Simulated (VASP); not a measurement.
Al, 8 atoms in the cell. It takes space group P6_3/mmc (No. 194, hexagonal). Conventional cell: a = 2.836 Å, b = 2.836 Å, c = 9.322 Å, α = 90.00°, β = 90.00°, γ = 120.00°. Al (site symmetry -3m) has 12 Al at 2.84 to 2.85 Å within 3.7 Å. Within 3.7 Å of Al (site symmetry -6m2) lie 12 Al at 2.84 to 2.85 Å. 

- Program: VASP 6.6.1
- Task: single point
- Functional: PBEsol
- Potentials or basis: VASP PAW PBE potentials, release 64 (Al)
- Cutoff: 520 eV
- k mesh: 19 × 19 × 3
- Occupations: gaussian, width 0.15 eV
- Spin: no spin polarisation
- Dipole correction: no
- Further INCAR settings: ALGO = Fast; EDIFF = 1e-07; NBANDS = 22

Potentials or basis: VASP PAW PBE potentials, release 64 (Al).

The run is started by

```console
$ cat potpaw_PBE.64/Al/POTCAR > POTCAR
$ mpirun -np 1 vasp_std > vasp.out
```

Hardware: 1 thread of AMD EPYC 7R13 Processor (Zen 3), on a shared host.

Problem. How long does it take, and how much memory?

Solution. Wall time 4.8 min on 1 thread of AMD EPYC 7R13 Processor (Zen 3), on a shared host, peak memory 0.32 GiB. Counts: scf iterations 16, k points 80.
